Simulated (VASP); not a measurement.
Input of a VASP 6.6.1 run:

POSCAR

```
CdS
1.0
    4.0738324942      0.0000000000      0.0000000000
   -2.0369162471      3.5280424308      0.0000000000
    0.0000000000      0.0000000000      6.6184771483
Cd S
2 2
Direct
    0.3333333333      0.6666666667     -0.0009650885
    0.6666666667      0.3333333333      0.4990349115
    0.3333333333      0.6666666667      0.3759650885
    0.6666666667      0.3333333333      0.8759650885
```

Contents of INCAR.step1:

```
SYSTEM = CdS
PREC     = Accurate       ! precision mode
ENCUT    = 520            ! plane-wave cutoff, eV
ISMEAR   = 0              ! smearing method
SIGMA    = 0.01           ! smearing width, eV
LREAL    = .FALSE.        ! projectors in reciprocal space
LASPH    = .TRUE.         ! aspherical terms in the spheres
NELM     = 60             ! most SCF steps
NBANDS   = 26             ! bands
GGA      = PE             ! functional
ALGO     = Normal         ! electronic algorithm
EDIFF    = 1E-4           ! SCF threshold, eV
LWAVE    = .TRUE.         ! write WAVECAR
LCHARG   = .FALSE.        ! write CHGCAR
```

INCAR.step2

```
SYSTEM = CdS
PREC     = Accurate       ! precision mode
ENCUT    = 520            ! plane-wave cutoff, eV
EDIFF    = 1E-6           ! SCF threshold, eV
ISMEAR   = 0              ! smearing method
SIGMA    = 0.01           ! smearing width, eV
LREAL    = .FALSE.        ! projectors in reciprocal space
LASPH    = .TRUE.         ! aspherical terms in the spheres
NELM     = 60             ! most SCF steps
ALGO     = Normal         ! electronic algorithm
ISIF     = 2              ! what is computed and relaxed
LWAVE    = .FALSE.        ! write WAVECAR
LCHARG   = .FALSE.        ! write CHGCAR
METAGGA  = R2SCAN         ! meta-GGA
LMIXTAU  = .TRUE.       
NBANDS   = 26             ! bands
ISTART   = 1
```

The input KPOINTS:

```
regular mesh
0
G
  12 12 4
  0 0 0
```

Potentials or basis: VASP PAW PBE potentials, release 64 (Cd, S).

Command:

```bash
$ cat potpaw_PBE.64/Cd/POTCAR potpaw_PBE.64/S/POTCAR > POTCAR
$ cp INCAR.step1 INCAR
$ mpirun -np 1 vasp_std > vasp.out
$ cp INCAR.step2 INCAR
$ mpirun -np 1 vasp_std > vasp.out
```

**Question.** What does it give for the band gap on the k mesh?

**Answer.** 1.79 eV, direct.

**Question.** Predict the pressure.

**Answer.** 5.0 GPa.

**Question.** Estimate the largest force.

**Answer.** 0.004 eV/Å.

Forces in eV/Å, atoms in the order of the input:
```
Cd   0.000  0.000  0.004
Cd   0.000  0.000  0.004
S    0.000  0.000 -0.004
S    0.000  0.000 -0.004
```

Caveat: the cell differs from its parent crystal (strain -2.2%); the PAW data sets were made with another functional, which shifts forces and pressure a little. A k mesh can miss the band edges.
